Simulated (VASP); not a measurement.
A run of VASP 6.6.1 is set up as follows.

Contents of POSCAR:

```
Ba2VReO6
1.0
    0.0000000000      4.0787620000      4.0787620000
    4.0787620000      0.0000000000      4.0787620000
    4.0787620000      4.0787620000      0.0000000000
Re V O Ba
1 1 6 2
Direct
    0.0000000000      0.0000000000      0.0000000000
    0.5000000000      0.5000000000      0.5000000000
    0.7500000000      0.2500000000      0.2500000000
    0.2500000000      0.7500000000      0.2500000000
    0.2500000000      0.7500000000      0.7500000000
    0.7500000000      0.2500000000      0.7500000000
    0.2500000000      0.2500000000      0.7500000000
    0.7500000000      0.7500000000      0.2500000000
    0.2500000000      0.2500000000      0.2500000000
    0.7500000000      0.7500000000      0.7500000000
```

The input INCAR.step1:

```
PREC = Accurate ; ENCUT = 520
ISMEAR = -5 ; SIGMA = 0.1
LREAL = False ; LASPH = True
NELM = 80 ; NBANDS = 49
GGA = PE ; ALGO = Normal
EDIFF = 1E-4 ; LWAVE = True
LCHARG = False
```

The input INCAR.step2:

```
PREC = Accurate ; ENCUT = 520
EDIFF = 1E-6 ; ISMEAR = -5
SIGMA = 0.1 ; LREAL = False
LASPH = True ; NELM = 80
ALGO = Normal ; ISIF = 2
LWAVE = False ; LCHARG = False
METAGGA = R2SCAN ; LMIXTAU = True
NBANDS = 49 ; ISTART = 1
```

Contents of KPOINTS:

```
regular mesh
0
Gamma
  4 4 4
```

Potentials or basis: VASP PAW PBE potentials, release 64 (Re, V_sv, O, Ba_sv).

Command:

```console
$ cat potpaw_PBE.64/Re/POTCAR potpaw_PBE.64/V_sv/POTCAR potpaw_PBE.64/O/POTCAR potpaw_PBE.64/Ba_sv/POTCAR > POTCAR
$ cp INCAR.step1 INCAR
$ mpirun -np 1 vasp_std > vasp.out
$ cp INCAR.step2 INCAR
$ mpirun -np 1 vasp_std > vasp.out
```

**Question.** Estimate the pressure.

**Answer.** -10.8 GPa.

**Question.** What does it give for the band gap on the k mesh?

**Answer.** Zero (band 38 reaches 5.74 eV, above the bottom of band 39 at 3.84 eV).

Caveat: the PAW data sets were made with another functional, which shifts forces and pressure a little; spin-orbit coupling is left out, which moves the levels of the heavy elements; the run has no spin polarisation, though such a crystal can be magnetic; semilocal functionals often make such compounds metallic where correlation or magnetic order opens a gap, which also shifts bond lengths; tetrahedron occupations give inexact forces and stress in metals. With open d or f shells a metallic result of r2SCAN can be an artefact of self-interaction; +U or a hybrid may open a gap.
